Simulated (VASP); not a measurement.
Set up this calculation in VASP 6.6.1, as the native input.

- Task: single point
- Functional: PBE-based screened hybrid with 35 % exact exchange
- Potentials or basis: VASP PAW PBE potentials, release 64 (Zr_sv, Se)
- Cutoff: 400 eV
- k mesh: 6 × 6 × 2
- Occupations: gaussian, width 0.01 eV
- Spin: no spin polarisation
- Dipole correction: no
- Grid for exact exchange (PRECFOCK): Normal
- Share of exact exchange: 0.35
- Further INCAR settings: ALGO = Normal; EDIFF = 1e-06; NBANDS = 19
- Screening parameter: 0.5 1/Å

The system is ZrSe2.

```
Zr Se
1.0
     3.78939    0.00000    0.00000
    -1.89469    3.28170    0.00000
     0.00000    0.00000    6.18068
Zr Se
1 2
Direct
  0.00000 0.00000 0.00000
  0.33333 0.66667 0.25375
  0.66667 0.33333 0.74625
```

One way to write it, as run:

POSCAR

```
ZrSe2
1.0
    3.7893855136      0.0000000000      0.0000000000
   -1.8946927568      3.2817041195      0.0000000000
    0.0000000000      0.0000000000      6.1806782015
Zr Se
1 2
Direct
    0.0000000000      0.0000000000      0.0000000000
    0.3333333333      0.6666666667      0.2537453240
    0.6666666667      0.3333333333      0.7462546760
```

INCAR.step1

```
SYSTEM = ZrSe2
ALGO     = Normal         ! electronic algorithm
EDIFF    = 1E-5           ! SCF threshold, eV
ENCUT    = 400            ! plane-wave cutoff, eV
GGA      = PE             ! functional
GGA_COMPAT= .False.      
ISIF     = 2              ! what is computed and relaxed
ISMEAR   = 0              ! smearing method
LASPH    = .True.         ! aspherical terms in the spheres
LREAL    = .False.        ! projectors in reciprocal space
LWAVE    = .True.         ! write WAVECAR
NBANDS   = 19             ! bands
NELM     = 120            ! most SCF steps
PREC     = Accurate       ! precision mode
SIGMA    = 0.01           ! smearing width, eV
```

INCAR.step2

```
SYSTEM = ZrSe2
AEXX     = 0.35           ! exact-exchange fraction
ALGO     = Normal         ! electronic algorithm
EDIFF    = 1E-6           ! SCF threshold, eV
ENCUT    = 400            ! plane-wave cutoff, eV
GGA      = PE             ! functional
GGA_COMPAT= .False.      
HFSCREEN = 0.5            ! screening, 1/A
ISIF     = 2              ! what is computed and relaxed
ISMEAR   = 0              ! smearing method
ISTART   = 1            
LASPH    = .True.         ! aspherical terms in the spheres
LCHARG   = .True.         ! write CHGCAR
LELF     = .True.         ! ELF
LHFCALC  = .True.         ! exact exchange
LREAL    = .False.        ! projectors in reciprocal space
LVHAR    = .True.       
LWAVE    = .False.        ! write WAVECAR
NBANDS   = 19             ! bands
NELM     = 120            ! most SCF steps
PREC     = Accurate       ! precision mode
PRECFOCK = Normal       
SIGMA    = 0.01           ! smearing width, eV
```

KPOINTS

```
k-points
0
Gamma
  6 6 2
  0 0 0
```

Potentials or basis: VASP PAW PBE potentials, release 64 (Zr_sv, Se).

The run is started by

```bash
$ cat potpaw_PBE.64/Zr_sv/POTCAR potpaw_PBE.64/Se/POTCAR > POTCAR
$ cp INCAR.step1 INCAR
$ mpirun -np 1 vasp_std > vasp.out
$ cp INCAR.step2 INCAR
$ mpirun -np 1 vasp_std > vasp.out
```

Results of the run:

The pressure is 0.2 GPa, the largest force is 0.161 eV/Å and the band gap on the k mesh is 0.73 eV (least direct gap 1.56 eV).

Caveat: the k points lie up to 0.51 Å⁻¹ apart; the PAW data sets were made with another functional, which shifts forces and pressure a little.

It took 24 min on 1 thread of Intel(R) Xeon(R) Platinum 8488C (Sapphire Rapids) (shared host), peak memory 0.28 GiB.
